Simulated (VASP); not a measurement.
The system is In6As.

```
CELL_PARAMETERS angstrom
3.11490 1.79839 5.66501
-3.11490 1.79839 5.66501
0.00000 -3.59677 5.66501
ATOMIC_POSITIONS crystal
In 0.36860 0.08184 0.77900
In 0.08184 0.77900 0.36860
In 0.22100 0.63140 0.91816
In 0.91816 0.22100 0.63140
In 0.63140 0.91816 0.22100
In 0.77900 0.36860 0.08184
As 0.00000 0.00000 0.00000
```

The cell was built from a structure type or drawn by symmetry, and may not be a known phase.

* Program: VASP 6.6.1
* Task: relaxation of cell and atoms
* Functional: PBE
* Potentials or basis: VASP PAW PBE potentials, release 64 (In_d, As)
* Cutoff: 600 eV
* k mesh: 3 × 3 × 3
* Occupations: gaussian, width 0.2 eV
* Spin: no spin polarisation

At the start: pressure 24.7 GPa; volume 27.20 Å³/atom.

Where does the relaxation end?

Over 21 steps the energy falls by 1400.3 meV/atom and the volume is 27.39 Å³/atom (+0.7 %); space group R-3 (No. 148, to 0.1 Å) before and after.

The path:
```tsv
step	energy change (eV)	largest force (eV/Å)	pressure (GPa)	volume (Å³)
1	0.0000	7.6652	24.71	190.41
2	-6.5972	0.3606	-4.24	330.97
3	-7.9898	0.6527	-1.77	264.46
4	-7.9907	0.7008	-1.63	262.82
5	-7.9888	0.7496	-1.48	261.21
6	-8.2427	0.7745	-1.36	250.07
7	-8.9141	0.8478	-0.31	218.55
8	-8.8275	0.8170	9.27	163.68
9	-9.1801	0.9100	2.16	194.29
10	-9.1937	0.8936	3.89	183.48
11	-9.3408	0.7053	3.47	182.41
12	-9.5428	0.4492	2.86	179.23
13	-9.6354	0.3699	1.48	184.70
14	-9.6881	0.2564	-0.61	195.69
15	-9.6897	0.2693	-0.36	194.14
16	-9.7038	0.2516	-0.30	193.68
17	-9.7392	0.2005	-0.11	192.31
18	-9.7707	0.1679	0.44	189.59
19	-9.7878	0.1284	0.14	191.01
20	-9.7965	0.1006	-0.23	193.03
21	-9.8024	0.0778	-0.04	191.75
```

Final structure:
```yaml
crystal:
  lattice:
    - [3.08617, 1.78180, 5.81168]
    - [-3.08617, 1.78180, 5.81168]
    - [0.00000, -3.56360, 5.81168]
  atoms:
    - { symbol: In, position: [0.48291, 0.08288, 0.69102] }
    - { symbol: In, position: [0.08288, 0.69102, 0.48291] }
    - { symbol: In, position: [0.30898, 0.51709, 0.91712] }
    - { symbol: In, position: [0.91712, 0.30898, 0.51709] }
    - { symbol: In, position: [0.51709, 0.91712, 0.30898] }
    - { symbol: In, position: [0.69102, 0.48291, 0.08288] }
    - { symbol: As, position: [0.00000, 0.00000, 0.00000] }
```

Caveat: the k points lie up to 0.41 Å⁻¹ apart in the final cell, too coarse for converged energies and pressures of a metal; the relaxation stopped at a loose force limit of 0.08 eV/Å, so its end isn't a converged minimum.
